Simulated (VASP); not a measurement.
Input of a VASP 6.6.1 run:

File INCAR:

```
PREC = Accurate
ENCUT = 520
EDIFF = 1E-6
ISMEAR = 0
SIGMA = 0.023
LREAL = False
LASPH = True
NELM = 150
ALGO = Normal
ISIF = 2
LWAVE = False
LCHARG = False
ISPIN = 2
MAGMOM = 2 0
LORBIT = 11
LMAXMIX = 4
GGA = PE
NBANDS = 18
```

The input KPOINTS:

```
regular mesh
0
Gamma
  11 11 11
```

File POSCAR:

```
CoO
1.0
    0.0000000000      2.1315000000      2.1315000000
    2.1315000000      0.0000000000      2.1315000000
    2.1315000000      2.1315000000      0.0000000000
Co O
1 1
Direct
    0.0000000000      0.0000000000      0.0000000000
    0.5000000000      0.5000000000      0.5000000000
```

Potentials or basis: VASP PAW PBE potentials, release 64 (Co, O).

Run with:

```bash
$ cat potpaw_PBE.64/Co/POTCAR potpaw_PBE.64/O/POTCAR > POTCAR
$ mpirun -np 1 vasp_std > vasp.out
```

(1) Estimate the net moment.

(2) Predict the pressure.

Answers

(1) 2.93 μB per cell.

(2) -2.4 GPa.

Caveat: a cell with one magnetic atom can't hold antiferromagnetic order, which such compounds often take.
